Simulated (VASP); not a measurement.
# Pt (I4/mmm) in VASP: single point with PBEsol

Aim: the single point of Pt with PBEsol.

Program: VASP 6.6.1. These are calculated values, not measurements. Logs are shortened: lines on timing, memory, paths and dates and some standing lists are left out, and cuts for length are marked.

**1. The cell of the first run**

It takes space group I4/mmm (No. 139, tetragonal). The conventional cell has a = 2.724 Å, b = 2.724 Å, c = 4.045 Å, α = 90.00°, β = 90.00°, γ = 90.00°. Within 3.6 Å of Pt (site symmetry 4/mmm) lie 12 Pt at 2.72 to 2.79 Å.

**2. Single point, PBEsol**

The input, INCAR:

```
PREC = Accurate
ENCUT = 520
EDIFF = 1E-7
ISMEAR = 0
SIGMA = 0.15
LREAL = F
LASPH = T
NELM = 100
ALGO = Fast
ISIF = 2
LWAVE = F
LCHARG = F
GGA = PS
NBANDS = 11
```

The input, KPOINTS:

```
regular mesh
0
Gamma
  24 24 24
```

The input, POSCAR:

```
Pt
1.0
    0.0000000000      1.9263154446      2.0226312169
    1.9263154446      0.0000000000      2.0226312169
    1.9263154446      1.9263154446      0.0000000000
Pt
1
Direct
    0.0000000000      0.0000000000      0.0000000000
```

Potentials or basis: VASP PAW PBE potentials, release 64 (Pt).

Run with:

```console
cat potpaw_PBE.64/Pt/POTCAR > POTCAR
mpirun -np 1 vasp_std > vasp.out
```

OUTCAR:

```text
PREC = Accurate
   ENCUT = 520
   EDIFF = 1E-7
   ISMEAR = 0
   LREAL = F
   LASPH = T
   NELM = 100
   ISIF = 2
   GGA = PS

 ion  position               nearest neighbor table
   1  0.000  0.000  0.000-

  LATTYP: Found a body centered tetragonal cell.
 ALAT       =     2.7242214272
 C/A-ratio  =     1.4849242405

  Lattice vectors:

 A1 = (  -1.9263154446,   0.0000000000,   2.0226312169)
 A2 = (   1.9263154446,   0.0000000000,   2.0226312169)
 A3 = (   0.0000000000,   1.9263154446,  -2.0226312169)

Analysis of symmetry for initial positions (statically):
=====================================================================
 Subroutine PRICEL returns:
 Original cell was already a primitive cell.

 Routine SETGRP: Setting up the symmetry group for a
 body centered tetragonal supercell.

 Subroutine GETGRP returns: Found 16 space group operations
 (whereof 16 operations were pure point group operations)
 out of a pool of 16 trial point group operations.

The static configuration has the point symmetry D_4h.

Analysis of symmetry for dynamics (positions and initial velocities):
=====================================================================
 Subroutine PRICEL returns:
 Original cell was already a primitive cell.

 Routine SETGRP: Setting up the symmetry group for a
 body centered tetragonal supercell.

 Subroutine GETGRP returns: Found 16 space group operations
 (whereof 16 operations were pure point group operations)
 out of a pool of 16 trial point group operations.

The dynamic configuration has the point symmetry D_4h.

 Subroutine INISYM returns: Found 16 space group operations
 (whereof 16 operations are pure point group operations),
 and found     1 'primitive' translations

----------------------------------------------------------------------------------------

                                     Primitive cell

  volume of cell :      15.0107

  direct lattice vectors                    reciprocal lattice vectors
     0.000000000  1.926315445  2.022631217    -0.259562888  0.259562888  0.247202750
     1.926315445  0.000000000  2.022631217     0.259562888 -0.259562888  0.247202750
     1.926315445  1.926315445  0.000000000     0.259562888  0.259562888 -0.247202750

  length of vectors
     2.793157395  2.793157395  2.724221427     0.442555065  0.442555065  0.442555065

  position of ions in fractional coordinates (direct lattice)
     0.000000000  0.000000000  0.000000000

  ion indices of the primitive-cell ions
   primitive index   ion index
                 1           1

----------------------------------------------------------------------------------------

 KPOINTS: regular mesh

Automatic generation of k-mesh.
 Grid dimensions read from file:
 generate k-points for:   24   24   24

 Generating k-lattice:

  Cartesian coordinates                     Fractional coordinates (reciprocal lattice)
    -0.010815120  0.010815120  0.010300115     0.041666667  0.000000000  0.000000000
     0.010815120 -0.010815120  0.010300115     0.000000000  0.041666667  0.000000000
     0.010815120  0.010815120 -0.010300115     0.000000000  0.000000000  0.041666667

  Length of vectors
     0.018439794  0.018439794  0.018439794

  Shift w.r.t. Gamma in fractional coordinates (k-lattice)
     0.000000000  0.000000000  0.000000000

 Subroutine IBZKPT returns following result:
 ===========================================

 Found   1063 irreducible k-points:

 Following reciprocal coordinates:
            Coordinates               Weight
  0.000000  0.000000  0.000000      1.000000
  0.041667  0.000000  0.000000      8.000000
  0.083333  0.000000  0.000000      8.000000
  0.125000  0.000000  0.000000      8.000000
  0.166667  0.000000  0.000000      8.000000
  0.208333  0.000000  0.000000      8.000000
[... 16 lines left out ...]
  0.416667  0.041667  0.000000      8.000000
  0.458333  0.041667  0.000000      8.000000
 [... further k-points ...]
   k-points           NKPTS =   1063   k-points in BZ     NKDIM =   1063   number of bands    NBANDS=     11
   number of dos      NEDOS =    301   number of ions     NIONS =      1
   total plane-waves  NPLWV =  11520
   dimension x,y,z NGX =    24 NGY =   24 NGZ =   20
   dimension x,y,z NGXF=    48 NGYF=   48 NGZF=   40
   ions per type =               1
   NGX,Y,Z   is equivalent  to a cutoff of  14.28, 14.28, 12.21 a.u.
   NGXF,Y,Z  is equivalent  to a cutoff of  28.57, 28.57, 24.41 a.u.
 SYSTEM =  unknown system
   PREC   = accura    normal or accurate (medium, high low for compatibility)
   ISTART =      0    job   : 0-new  1-cont  2-samecut
   ICHARG =      2    charge: 1-file 2-atom 10-const
   ISPIN  =      1    spin polarized calculation?
   LNONCOLLINEAR =      F non collinear calculations
   LSORBIT =      F    spin-orbit coupling
   LASPH  =      T    aspherical Exc in radial PAW
   ENCUT  =  520.0 eV  38.22 Ry    6.18 a.u.   5.19  5.19  5.07*2*pi/ulx,y,z
   NELM   =    100;   NELMIN=  2; NELMDL= -5     # of ELM steps
   EDIFF  = 0.1E-06   stopping-criterion for ELM
   LREAL  =      F    real-space projection
   EDIFFG = 0.1E-05   stopping-criterion for IOM
   NSW    =      0    number of steps for IOM
   IBRION =     -1    ionic relax: 0-MD 1-quasi-New 2-CG
   NFREE  =      0    steps in history (QN), initial steepest desc. (CG)
   ISIF   =      2    stress and relaxation
   ISYM   =      2    0-nonsym 1-usesym 2-fastsym
   POTIM  = 0.5000    time-step for ionic-motion
   TEBEG  =    0.0;   TEEND  =   0.0 temperature during run
   PSTRESS=    0.0 pullay stress
   NELECT =      10.0000    total number of electrons
   NUPDOWN=      -1.0000    fix difference up-down
   EMIN   =  10.00;   EMAX   =-10.00  energy-range for DOS
   EFERMI =   0.00;   METHOD = LEGACY
   ISMEAR =     0;   SIGMA  =   0.15  broadening in eV -4-tet -1-fermi 0-gaus
   EFERMI_NEDOS =   21; number of points for ismear=-14 and -15
   IALGO  =     68    algorithm
   IMIX   =      4    mixing-type and parameters
     AMIX     =   0.40;   BMIX     =  1.00
     AMIX_MAG =   1.60;   BMIX_MAG =  1.00
  volume/ion in A,a.u.               =      15.01       101.30
  Fermi-wavevector in a.u.,A,eV,Ry     =   1.429797  2.701924 27.814648  2.044319
  Thomas-Fermi vector in A             =   2.549712
   LORBIT       =      0    0 simple, 1 ext, 2 COOP (PROOUT), +10 PAW based schemes
   GGA     = PS    functional components
   LHFCALC =     F    Hartree Fock is set to
   AEXX    =    0.0000 exact exchange contribution
   IVDW    =     0    specifies the selected vdW correction
   LEPSILON=     F    determine dielectric tensor
   LRPA    =     F    only Hartree local field effects (RPA)
 non-spin polarized calculation
 RMM-DIIS sequential band-by-band and
 Gauss-broadening in eV      SIGMA  =   0.15
  energy-cutoff  :      520.00
  volume of cell :       15.01
 maximum number of plane-waves:       419
 NGX is ok and might be reduce to    24
   NGX = 11   NGY = 11   NGZ = 11

 number of electron      10.0000000 magnetization

 Free energy of the ion-electron system (eV)
  ---------------------------------------------------
  ext. energy  EPLUGINS =         0.00000000
  ---------------------------------------------------
  free energy    TOTEN  =        -6.96553573 eV

  energy without entropy =       -6.94420218  energy(sigma->0) =       -6.95486895

 E-fermi :  11.1725     XC(G=0): -13.6551

 val. band max:       11.1721581923   @ k =   0.4583   0.3750   0.0417
 cond. band min:      11.1744225244   @ k =  -0.4583   0.2500   0.0417
 fundamental gap:      0.0022643321
 Fermi energy:        11.1724887572

 k-point     1 :       0.0000    0.0000    0.0000
  band No.  band energies     occupation
      1       0.8385      2.00000
      2       6.9669      2.00000
      3       7.5649      2.00000
      4       7.5649      2.00000
      5       9.1811      2.00000
      6       9.8868      2.00000
      7      25.8375      0.00000
      8      29.9632      0.00000
      9      31.2080      0.00000
     10      31.2080      0.00000
     11      36.1545      0.00000

 k-point     2 :       0.0417    0.0000    0.0000
  band No.  band energies     occupation
      1       0.9092      2.00000
      2       6.9795      2.00000
      3       7.5478      2.00000
      4       7.5933      2.00000
      5       9.1701      2.00000
      6       9.8650      2.00000
      7      25.9489      0.00000
      8      29.9073      0.00000
      9      30.9606      0.00000
     10      31.3191      0.00000
     11      36.6107      0.00000

 k-point     3 :       0.0833    0.0000    0.0000
  band No.  band energies     occupation
      1       1.1178      2.00000
      2       7.0003      2.00000
      3       7.5139      2.00000
      4       7.6738      2.00000
      5       9.1463      2.00000
      6       9.8061      2.00000
      7      26.2662      0.00000
      8      29.3527      0.00000
      9      30.8829      0.00000
     10      31.6458      0.00000
     11      37.5350      0.00000

 k-point     4 :       0.1250    0.0000    0.0000
  band No.  band energies     occupation
      1       1.4531      2.00000
      2       6.9876      2.00000
      3       7.5041      2.00000
      4       7.7906      2.00000
      5       9.1374      2.00000
      6       9.7317      2.00000
      7      26.7336      0.00000
      8      28.3075      0.00000
      9      31.2903      0.00000
     10      32.1686      0.00000
     11      37.3314      0.00000
[... 239 lines left out ...]
 k-point    22 :       0.3750    0.0417    0.0000
  band No.  band energies     occupation
      1       3.7363      2.00000
      2       7.1450      2.00000
      3       7.8436      2.00000
      4       8.1778      2.00000
      5      10.5884      2.00000
      6      10.7011      1.99999
      7      20.5468      0.00000
      8      26.2390      0.00000
      9      31.6290      0.00000
     10      31.8393      0.00000
     11      36.8896      0.00000

 k-point    23 :       0.4167    0.0417    0.0000
  band No.  band energies     occupation
      1       3.8059      2.00000
      2       7.0526      2.00000
      3       7.7455      2.00000
      4       8.9915      2.00000
      5      10.9245      1.98061
      6      11.0446      1.77202
      7      19.0600      0.00000
      8      25.7976      0.00000
      9      30.8792      0.00000
     10      31.0312      0.00000
     11      37.9943      0.00000

 k-point    24 :       0.4583    0.0417    0.0000
  band No.  band energies     occupation
      1       3.8237      2.00000
      2       6.9938      2.00000
      3       7.6704      2.00000
      4       9.7235      2.00000
      5      11.0687      1.67222
      6      11.4854      0.00318
      7      17.8124      0.00000
      8      25.5034      0.00000
      9      30.1356      0.00000
     10      30.6592      0.00000
     11      38.7382      0.00000

 [... further k-points ...]
[... 5 lines left out ...]
  --------------------------------------------------------------------------------------
  -------------------------------------------------------------------------------------
  Total        0.2403176      0.2403176     -0.3381418      0.0000000      0.0000000     -0.0000000
  in kB       25.6504328     25.6504328    -36.0917508      0.0000000      0.0000000     -0.0000000
  external PRESSURE =       5.0697049 kB  Pullay stress =       0.0000000 kB

 VOLUME and BASIS-vectors are now :
 -----------------------------------------------------------------------------
  energy-cutoff  :      520.00
  volume of cell :       15.01
      direct lattice vectors                 reciprocal lattice vectors
     0.000000000  1.926315445  2.022631217    -0.259562888  0.259562888  0.247202750
     1.926315445  0.000000000  2.022631217     0.259562888 -0.259562888  0.247202750
     1.926315445  1.926315445  0.000000000     0.259562888  0.259562888 -0.247202750

 POSITION                                       TOTAL-FORCE (eV/Angst)
 -----------------------------------------------------------------------------------
      0.00000      0.00000      0.00000         0.000000      0.000000      0.000000
 -----------------------------------------------------------------------------------
    total drift:                                0.000000     -0.000000     -0.000000

  FREE ENERGIE OF THE ION-ELECTRON SYSTEM (eV)
  ---------------------------------------------------
  free  energy   TOTEN  =        -6.9655357281 eV

  energy  without entropy=       -6.9442021808  energy(sigma->0) =       -6.95486895
```

Run time: 53 s. Hardware: 1 thread of Intel Xeon 6975P-C (Granite Rapids), shared host; peak memory 0.29 GiB.

Results:

- Free energy: -6.9655 eV
- Pressure: 0.5 GPa
- Band gap on the k mesh: zero (band 5 reaches 11.95 eV, above the bottom of band 6 at 9.47 eV)

Caveat: the PAW data sets were made with another functional, which shifts forces and pressure a little; spin-orbit coupling is left out, which moves the levels of the heavy elements.
